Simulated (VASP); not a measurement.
Ga3Se, 4 atoms in the cell. The structure is cubic, space group Pm-3m (No. 221). Conventional cell: a = 4.403 Å, b = 4.403 Å, c = 4.403 Å, α = 90.00°, β = 90.00°, γ = 90.00°. Within 4.1 Å of Se (site symmetry m-3m) lie 12 Ga at 3.11 Å. Within 4.1 Å of Ga (site symmetry 4/mmm) lie 4 Se at 3.11 Å and 8 Ga at 3.11 Å. 

```yaml
Program: VASP 6.6.1
Task: single point
Functional: PBEsol
Potentials_or_basis: VASP PAW PBE potentials, release 64 (Se, Ga_d)
Cutoff: 520 eV
k_mesh: 6 × 6 × 6
Occupations: fermi-dirac, width 0.05 eV
Spin: no spin polarisation
Dipole_correction: no
Further_INCAR_settings: ALGO = Normal; EDIFF = 1e-06; NBANDS = 30
```

Potentials or basis: VASP PAW PBE potentials, release 64 (Se, Ga_d).

The run is started by

```console
$ cat potpaw_PBE.64/Se/POTCAR potpaw_PBE.64/Ga_d/POTCAR > POTCAR
$ mpirun -np 1 vasp_std > vasp.out
```

Hardware: 1 thread of Intel(R) Xeon(R) 6975P-C (Granite Rapids) (shared host).

How long does it take, and how much memory?

Run time: 17 s on 1 thread of Intel(R) Xeon(R) 6975P-C (Granite Rapids) (shared host), peak memory 0.21 GiB. Counts: scf iterations 12, k points 20.
